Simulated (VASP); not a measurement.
A run of VASP 6.6.1 is set up as follows.

POSCAR

```
Pb
1.0
    0.0000000000      3.4617755540      3.4617755540
    3.4617755540      0.0000000000      3.4617755540
    3.4617755540      3.4617755540      0.0000000000
Pb
2
Direct
    0.2500000000      0.2500000000      0.2500000000
    0.0000000000      0.0000000000      0.0000000000
```

File INCAR.step1:

```
SYSTEM = Pb
PREC = Accurate
ENCUT = 520
EDIFF = 1E-5
ISMEAR = -1
SIGMA = 0.05
LREAL = .False.
LASPH = .True.
NELM = 100
ALGO = Normal
ISIF = 2
LWAVE = .True.
GGA = PE
NBANDS = 21
```

The input INCAR.step2:

```
SYSTEM = Pb
PREC = Accurate
ENCUT = 520
EDIFF = 1E-7
ISMEAR = -1
SIGMA = 0.05
LREAL = .False.
LASPH = .True.
NELM = 100
ALGO = Normal
ISIF = 2
LWAVE = .False.
LCHARG = .True.
GGA = PE
LHFCALC = .True.
HFSCREEN = 0.2079
PRECFOCK = Normal
LELF = .True.
LVHAR = .True.
ISTART = 1
NBANDS = 21
```

KPOINTS

```
regular mesh
0
Gamma
  4 4 4
  0 0 0
```

Potentials or basis: VASP PAW PBE potentials, release 64 (Pb_d).

The run is started by

```console
$ cat potpaw_PBE.64/Pb_d/POTCAR > POTCAR
$ cp INCAR.step1 INCAR
$ mpirun -np 1 vasp_std > vasp.out
$ cp INCAR.step2 INCAR
$ mpirun -np 1 vasp_std > vasp.out
```

What does it give for the band gap on the k mesh?

Zero (bands 14 and 15 overlap by 1.25 eV).

Estimate the pressure.

1.0 GPa.

Caveat: the k points lie up to 0.39 Å⁻¹ apart, too coarse for converged energies and pressures of a metal; the PAW data sets were made with another functional, which shifts forces and pressure a little; spin-orbit coupling is left out, which moves the levels of the heavy elements.
